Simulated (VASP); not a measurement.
# Au (Cmcm) in VASP: a series of runs

Runs on Au. Level: PBEsol. Tasks: single point.

All numbers are computed with VASP 6.6.1; they aren't measurements. Logs are shortened: lines on timing, memory, paths and dates and some standing lists are left out, and cuts for length are marked.

**1. The cell of the first run**

It takes space group Cmcm (No. 63, orthorhombic). The conventional cell has a = 2.848 Å, b = 5.084 Å, c = 4.849 Å, α = 90.00°, β = 90.00°, γ = 90.00°. Au (site symmetry m2m) has 12 Au at 2.85 to 2.94 Å within 3.8 Å.

**2. Single point, PBEsol (equal strain along all axes, cell held: +1.0 %, then relaxed in part)**

Contents of INCAR:

```
PREC     = Accurate       # precision mode
ENCUT    = 520            # plane-wave cutoff, eV
EDIFF    = 1E-7           # SCF threshold, eV
ISMEAR   = 0              # smearing method
SIGMA    = 0.1            # smearing width, eV
LREAL    = False          # projectors in reciprocal space
LASPH    = True           # aspherical terms in the spheres
NELM     = 60             # most SCF steps
ALGO     = Fast           # electronic algorithm
ISIF     = 2              # what is computed and relaxed
LWAVE    = False          # write WAVECAR
LCHARG   = False          # write CHGCAR
GGA      = PS             # functional
NBANDS   = 30             # bands
```

Contents of KPOINTS:

```
regular mesh
0
Gamma
  18 10 12
```

Contents of POSCAR:

```
Au
1.0
    2.8482303646      0.0000000000      0.0000000000
    0.0000000000      5.0843462599      0.0000000000
    0.0000000000      0.0000000000      4.8486843270
Au
4
Direct
    0.0000000000      0.3361360574      0.7500000000
    0.5000000000      0.1638639426      0.2500000000
    0.5000000000      0.8361360574      0.7500000000
    0.0000000000      0.6638639426      0.2500000000
```

Potentials or basis: VASP PAW PBE potentials, release 64 (Au).

Launch:

```bash
$ cat potpaw_PBE.64/Au/POTCAR > POTCAR
$ mpirun -np 1 vasp_std > vasp.out
```

OUTCAR:

```text
PREC = Accurate
   ENCUT = 520
   EDIFF = 1E-7
   ISMEAR = 0
   LREAL = False
   LASPH = True
   NELM = 60
   ISIF = 2
   GGA = PS

 ion  position               nearest neighbor table
   1  0.000  0.336  0.750-   3 2.91   3 2.91   3 2.91   3 2.91   4 2.94   4 2.94   2 2.94   2 2.94
                             2 2.94   2 2.94
   2  0.500  0.164  0.250-   4 2.91   4 2.91   4 2.91   4 2.91   3 2.94   3 2.94   1 2.94   1 2.94
                             1 2.94   1 2.94
   3  0.500  0.836  0.750-   1 2.91   1 2.91   1 2.91   1 2.91   2 2.94   2 2.94   4 2.94   4 2.94
                             4 2.94   4 2.94
   4  0.000  0.664  0.250-   2 2.91   2 2.91   2 2.91   2 2.91   1 2.94   1 2.94   3 2.94   3 2.94
                             3 2.94   3 2.94

  LATTYP: Found a simple orthorhombic cell.
 ALAT       =     2.8482303646
 B/A-ratio  =     1.7023497773
 C/A-ratio  =     1.7850895500

  Lattice vectors:

 A1 = (  -2.8482303646,   0.0000000000,   0.0000000000)
 A2 = (   0.0000000000,   0.0000000000,   4.8486843270)
 A3 = (   0.0000000000,   5.0843462599,   0.0000000000)

Analysis of symmetry for initial positions (statically):
=====================================================================
 Subroutine PRICEL returns following result:

  LATTYP: Found a base centered orthorhombic cell.
 ALAT       =     2.8482303646
 B/A-ratio  =     1.7850895500
 C/A-ratio  =     1.7023497773

  Lattice vectors:

 A1 = (  -1.4241151823,   2.5421731299,   0.0000000000)
 A2 = (  -1.4241151823,  -2.5421731300,   0.0000000000)
 A3 = (   0.0000000000,   0.0000000000,   4.8486843270)

   2 primitive cells build up your supercell.

 Routine SETGRP: Setting up the symmetry group for a
 simple orthorhombic supercell.

 Subroutine GETGRP returns: Found  8 space group operations
 (whereof  4 operations were pure point group operations)
 out of a pool of  8 trial point group operations.

The static configuration has the point symmetry C_2h.
 The point group associated with its full space group is D_2h.

Analysis of symmetry for dynamics (positions and initial velocities):
=====================================================================
 Subroutine PRICEL returns following result:

  LATTYP: Found a base centered orthorhombic cell.
 ALAT       =     2.8482303646
 B/A-ratio  =     1.7850895500
 C/A-ratio  =     1.7023497773

  Lattice vectors:

 A1 = (  -1.4241151823,   2.5421731299,   0.0000000000)
 A2 = (  -1.4241151823,  -2.5421731300,   0.0000000000)
 A3 = (   0.0000000000,   0.0000000000,   4.8486843270)

   2 primitive cells build up your supercell.

 Routine SETGRP: Setting up the symmetry group for a
 simple orthorhombic supercell.

 Subroutine GETGRP returns: Found  8 space group operations
 (whereof  4 operations were pure point group operations)
 out of a pool of  8 trial point group operations.

The dynamic configuration has the point symmetry C_2h.
 The point group associated with its full space group is D_2h.

 Subroutine INISYM returns: Found  8 space group operations
 (whereof  4 operations are pure point group operations),
 and found     2 'primitive' translations

----------------------------------------------------------------------------------------

                                     Primitive cell

  volume of cell :      35.1078

  direct lattice vectors                    reciprocal lattice vectors
    -1.424115182  2.542173130  0.000000000    -0.351095197  0.196682120  0.000000000
    -1.424115182 -2.542173130  0.000000000    -0.351095197 -0.196682120  0.000000000
     0.000000000  0.000000000  4.848684327     0.000000000  0.000000000  0.206241515

  length of vectors
     2.913888858  2.913888858  4.848684327     0.402432222  0.402432222  0.206241515

  position of ions in fractional coordinates (direct lattice)
     0.336136057  0.663863943  0.750000000
     0.663863943  0.336136057  0.250000000

  ion indices of the primitive-cell ions
   primitive index   ion index
                 1           1
                 2           4

----------------------------------------------------------------------------------------

 KPOINTS: regular mesh

Automatic generation of k-mesh.
 Grid dimensions read from file:
 generate k-points for:   18   10   12

 Generating k-lattice:

  Cartesian coordinates                     Fractional coordinates (reciprocal lattice)
     0.019505289  0.000000000  0.000000000     0.055555556  0.000000000  0.000000000
     0.000000000  0.019668212  0.000000000     0.000000000  0.100000000  0.000000000
     0.000000000  0.000000000  0.017186793     0.000000000  0.000000000  0.083333333

  Length of vectors
     0.019505289  0.019668212  0.017186793

  Shift w.r.t. Gamma in fractional coordinates (k-lattice)
     0.000000000  0.000000000  0.000000000

 Subroutine IBZKPT returns following result:
 ===========================================

 Found    420 irreducible k-points:

 Following reciprocal coordinates:
            Coordinates               Weight
  0.000000  0.000000  0.000000      1.000000
  0.055556  0.000000  0.000000      2.000000
  0.111111  0.000000  0.000000      2.000000
  0.166667  0.000000  0.000000      2.000000
  0.222222  0.000000  0.000000      2.000000
  0.277778  0.000000  0.000000      2.000000
[... 16 lines left out ...]
  0.111111  0.200000  0.000000      4.000000
  0.166667  0.200000  0.000000      4.000000
 [... further k-points ...]
   k-points           NKPTS =    420   k-points in BZ     NKDIM =    420   number of bands    NBANDS=     30
   number of dos      NEDOS =    301   number of ions     NIONS =      4
   total plane-waves  NPLWV =  34560
   dimension x,y,z NGX =    24 NGY =   40 NGZ =   36
   dimension x,y,z NGXF=    48 NGYF=   80 NGZF=   72
   ions per type =               4
   NGX,Y,Z   is equivalent  to a cutoff of  14.01, 13.08, 12.34 a.u.
   NGXF,Y,Z  is equivalent  to a cutoff of  28.02, 26.16, 24.69 a.u.
 SYSTEM =  unknown system
   PREC   = accura    normal or accurate (medium, high low for compatibility)
   ISTART =      0    job   : 0-new  1-cont  2-samecut
   ICHARG =      2    charge: 1-file 2-atom 10-const
   ISPIN  =      1    spin polarized calculation?
   LNONCOLLINEAR =      F non collinear calculations
   LSORBIT =      F    spin-orbit coupling
   LASPH  =      T    aspherical Exc in radial PAW
   ENCUT  =  520.0 eV  38.22 Ry    6.18 a.u.   5.30  9.45  9.02*2*pi/ulx,y,z
   NELM   =     60;   NELMIN=  2; NELMDL= -5     # of ELM steps
   EDIFF  = 0.1E-06   stopping-criterion for ELM
   LREAL  =      F    real-space projection
   EDIFFG = 0.1E-05   stopping-criterion for IOM
   NSW    =      0    number of steps for IOM
   IBRION =     -1    ionic relax: 0-MD 1-quasi-New 2-CG
   NFREE  =      0    steps in history (QN), initial steepest desc. (CG)
   ISIF   =      2    stress and relaxation
   ISYM   =      2    0-nonsym 1-usesym 2-fastsym
   POTIM  = 0.5000    time-step for ionic-motion
   TEBEG  =    0.0;   TEEND  =   0.0 temperature during run
   PSTRESS=    0.0 pullay stress
   NELECT =      44.0000    total number of electrons
   NUPDOWN=      -1.0000    fix difference up-down
   EMIN   =  10.00;   EMAX   =-10.00  energy-range for DOS
   EFERMI =   0.00;   METHOD = LEGACY
   ISMEAR =     0;   SIGMA  =   0.10  broadening in eV -4-tet -1-fermi 0-gaus
   EFERMI_NEDOS =   21; number of points for ismear=-14 and -15
   IALGO  =     68    algorithm
   IMIX   =      4    mixing-type and parameters
     AMIX     =   0.40;   BMIX     =  1.00
     AMIX_MAG =   1.60;   BMIX_MAG =  1.00
  volume/ion in A,a.u.               =      17.55       118.46
  Fermi-wavevector in a.u.,A,eV,Ry     =   1.400923  2.647361 26.702603  1.962586
  Thomas-Fermi vector in A             =   2.523836
   LORBIT       =      0    0 simple, 1 ext, 2 COOP (PROOUT), +10 PAW based schemes
   GGA     = PS    functional components
   LHFCALC =     F    Hartree Fock is set to
   AEXX    =    0.0000 exact exchange contribution
   IVDW    =     0    specifies the selected vdW correction
   LEPSILON=     F    determine dielectric tensor
   LRPA    =     F    only Hartree local field effects (RPA)
 non-spin polarized calculation
 RMM-DIIS sequential band-by-band and
 Gauss-broadening in eV      SIGMA  =   0.10
  energy-cutoff  :      520.00
  volume of cell :       70.22
 maximum number of plane-waves:      1914
 NGX is ok and might be reduce to    24
   NGX = 11   NGY = 19   NGZ = 19

 number of electron      44.0000005 magnetization

 Free energy of the ion-electron system (eV)
  ---------------------------------------------------
  ext. energy  EPLUGINS =         0.00000000
  ---------------------------------------------------
  free energy    TOTEN  =       -15.63328246 eV

  energy without entropy =      -15.62723094  energy(sigma->0) =      -15.63025670

 E-fermi :   8.7768     XC(G=0): -12.7092

 val. band max:        8.7671135921   @ k =   0.1667   0.4000   0.2500
 cond. band min:       8.7917843348   @ k =   0.1667   0.2000   0.4167
 fundamental gap:      0.0246707428
 Fermi energy:         8.7768456218

 k-point     1 :       0.0000    0.0000    0.0000
  band No.  band energies     occupation
      1      -0.8204      2.00000
      2       1.6363      2.00000
      3       2.1101      2.00000
      4       2.1542      2.00000
      5       2.7479      2.00000
      6       4.0867      2.00000
[... 22 lines left out ...]
     29      19.5235      0.00000
     30      19.9402      0.00000

 k-point     2 :       0.0556    0.0000    0.0000
  band No.  band energies     occupation
      1      -0.7457      2.00000
      2       1.6997      2.00000
      3       2.1783      2.00000
      4       2.2237      2.00000
      5       2.7579      2.00000
      6       4.0899      2.00000
[... 22 lines left out ...]
     29      19.2339      0.00000
     30      19.9745      0.00000

 k-point     3 :       0.1111    0.0000    0.0000
  band No.  band energies     occupation
      1      -0.5253      2.00000
      2       1.8814      2.00000
      3       2.3744      2.00000
      4       2.4206      2.00000
      5       2.7847      2.00000
      6       4.0615      2.00000
[... 682 lines left out ...]
     29      19.6580      0.00000
     30      21.1348      0.00000

 k-point    24 :       0.1667    0.2000    0.0000
  band No.  band energies     occupation
      1       0.1020      2.00000
      2       2.3255      2.00000
      3       2.5819      2.00000
      4       2.7736      2.00000
      5       2.9532      2.00000
      6       3.8353      2.00000
[... 22 lines left out ...]
     29      19.6886      0.00000
     30      21.3008      0.00000

 [... further k-points ...]

------------------------ aborting loop because EDIFF is reached ----------------------------------------

  FORCE on cell =-STRESS in cart. coord.  units (eV):
  Direction    XX          YY          ZZ          XY          YZ          ZX
  --------------------------------------------------------------------------------------
  -------------------------------------------------------------------------------------
  Total       -2.1132499     -2.4229759     -2.0315941      0.0000000      0.0000000      0.0000000
  in kB      -48.2200108    -55.2873203    -46.3567927      0.0000000      0.0000000      0.0000000
  external PRESSURE =     -49.9547079 kB  Pullay stress =       0.0000000 kB

 VOLUME and BASIS-vectors are now :
 -----------------------------------------------------------------------------
  energy-cutoff  :      520.00
  volume of cell :       70.22
      direct lattice vectors                 reciprocal lattice vectors
     2.848230365  0.000000000  0.000000000     0.351095197  0.000000000  0.000000000
     0.000000000  5.084346260  0.000000000     0.000000000  0.196682120  0.000000000
     0.000000000  0.000000000  4.848684327     0.000000000  0.000000000  0.206241515

 POSITION                                       TOTAL-FORCE (eV/Angst)
 -----------------------------------------------------------------------------------
      0.00000      1.70903      3.63651         0.000000      0.003082     -0.000000
      1.42412      0.83314      1.21217        -0.000000     -0.003082      0.000000
      1.42412      4.25121      3.63651        -0.000000      0.003082     -0.000000
      0.00000      3.37531      1.21217         0.000000     -0.003082     -0.000000
 -----------------------------------------------------------------------------------
    total drift:                                0.000000     -0.000000     -0.000000

  FREE ENERGIE OF THE ION-ELECTRON SYSTEM (eV)
  ---------------------------------------------------
  free  energy   TOTEN  =       -15.6332824624 eV

  energy  without entropy=      -15.6272309388  energy(sigma->0) =      -15.63025670
```

Run time: 9.2 min. Hardware: 1 thread of Intel Xeon Platinum 8259CL at 2.50GHz (Skylake/Cascade Lake), shared host; peak memory 0.68 GiB.

What came out:

- Free energy: -15.6333 eV
- Pressure: -5.0 GPa
- Largest force: 0.003 eV/Å
- Band gap on the k mesh: zero (bands 22 and 23 overlap by 4.13 eV)

Forces in eV/Å, atoms in the order of the input:
```
Au   0.000  0.003  0.000
Au   0.000 -0.003  0.000
Au   0.000  0.003  0.000
Au   0.000 -0.003  0.000
```

Caveat: the cell differs from its parent crystal (equal strain along all axes, cell held: +1.0 %, then relaxed in part); the cell stands under tension; the PAW data sets were made with another functional, which shifts forces and pressure a little; spin-orbit coupling is left out, which moves the levels of the heavy elements.

**3. Single point, PBEsol (biaxial strain in the a-b plane: -1.0 %)**

Contents of INCAR:

```
PREC = Accurate
ENCUT = 520
EDIFF = 1E-7
ISMEAR = 0
SIGMA = 0.1
LREAL = False
LASPH = True
NELM = 80
ALGO = Fast
ISIF = 2
LWAVE = False
LCHARG = True
GGA = PS
LELF = True
LVHAR = True
NBANDS = 30
```

KPOINTS is that of step 2.

Contents of POSCAR:

```
Au
1.0
    2.7918297633      0.0000000000      0.0000000000
    0.0000000000      4.9836661360      0.0000000000
    0.0000000000      0.0000000000      4.8294816168
Au
4
Direct
    0.0000000000      0.3361360574      0.7500000000
    0.5000000000      0.1638639426      0.2500000000
    0.5000000000      0.8361360574      0.7500000000
    0.0000000000      0.6638639426      0.2500000000
```

Potentials or basis: VASP PAW PBE potentials, release 64 (Au).

Launch:

```bash
$ cat potpaw_PBE.64/Au/POTCAR > POTCAR
$ mpirun -np 1 vasp_std > vasp.out
```

Wall time 15 min (1 thread of Intel Xeon 8259CL, shared host); peak memory 0.66 GiB.

Results (log left out):

| Quantity | Value |
| --- | --- |
| Free energy | -15.6571 eV |
| Pressure | 2.4 GPa |
| Largest force | 0.004 eV/Å |
| Band gap on the k mesh | zero (bands 22 and 23 overlap by 4.37 eV) |

Forces in eV/Å, atoms in the order of the input:
```
Au   0.000  0.004  0.000
Au   0.000 -0.004  0.000
Au   0.000  0.004  0.000
Au   0.000 -0.004  0.000
```

Stress tensor (GPa, compression positive):
```
3.82 0.00 0.00
0.00 2.07 0.00
0.00 0.00 1.28
```

Levels at points of the mesh, in eV from the Fermi level:
| k point | band 18 | band 19 | band 20 | band 21 | band 22 | band 23 | band 24 | band 25 | band 26 | band 27 |
| --- | --- | --- | --- | --- | --- | --- | --- | --- | --- | --- |
| (0.00, 0.00, 0.00) | -2.19 | -1.95 | -1.87 | -1.68 | -1.39 | 0.31 | 1.43 | 2.54 | 5.52 | 7.09 |
| (0.50, 0.00, 0.00) | -2.33 | -1.91 | -1.91 | 0.17 | 0.17 | 4.51 | 4.51 | 5.87 | 5.87 | 6.23 |
| (0.00, 0.50, 0.00) | -3.29 | -3.09 | -3.09 | -2.02 | -2.02 | 2.64 | 2.64 | 3.06 | 3.06 | 9.52 |
| (0.50, 0.50, 0.00) | -1.80 | -1.64 | -1.64 | 0.43 | 0.43 | 1.81 | 1.81 | 5.74 | 5.74 | 7.24 |
| (0.00, 0.00, 0.50) | -2.60 | -2.43 | -2.43 | -1.76 | -1.76 | 0.17 | 0.17 | 3.85 | 3.85 | 10.36 |
| (0.50, 0.00, 0.50) | -1.91 | -1.91 | -1.91 | 1.15 | 1.15 | 1.15 | 1.15 | 6.85 | 6.85 | 6.85 |
| (0.00, 0.50, 0.50) | -2.62 | -2.62 | -2.62 | -2.09 | -2.09 | -2.09 | -2.09 | 10.30 | 10.30 | 10.30 |
| (0.50, 0.50, 0.50) | -1.70 | -1.70 | -1.70 | 0.49 | 0.49 | 0.49 | 0.49 | 4.20 | 4.20 | 4.20 |

Caveat: the cell differs from its parent crystal (biaxial strain in the a-b plane: -1.0 %); the PAW data sets were made with another functional, which shifts forces and pressure a little; spin-orbit coupling is left out, which moves the levels of the heavy elements.
